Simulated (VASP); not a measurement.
## Cu: single point with BLYP+D4

Crystal: Cu.

```
Cu
1.0
     0.00000    1.78307    1.78307
     1.78307    0.00000    1.78307
     1.78307    1.78307    0.00000
Cu
1
Direct
  0.00000 0.00000 0.00000
```

- Program: VASP 6.6.1
- Task: single point
- Functional: BLYP
- Dispersion: D4
- Potentials or basis: VASP PAW PBE potentials, release 64 (Cu)
- Cutoff: 600 eV
- k mesh: 13 × 13 × 13
- Occupations: fermi-dirac, width 0.05 eV
- Spin: no spin polarisation

```
Pressure                   : 2.0 GPa
Dispersion energy per atom : -1.137 eV
```

Levels at points of the mesh, in eV from the Fermi level:
```csv
k point,band 4,band 5,band 6,band 7,band 8,band 9
"(0.00, 0.00, 0.00)",-3.47,-2.60,-2.60,23.05,25.64,25.64
```

It took 16 s on 1 thread of Intel(R) Xeon(R) Platinum 8488C (Sapphire Rapids), on a shared host, peak memory 0.12 GiB.

Caveat: the PAW data sets were made with another functional, which shifts forces and pressure a little; pairwise dispersion overbinds metals, which lowers pressure and volume.
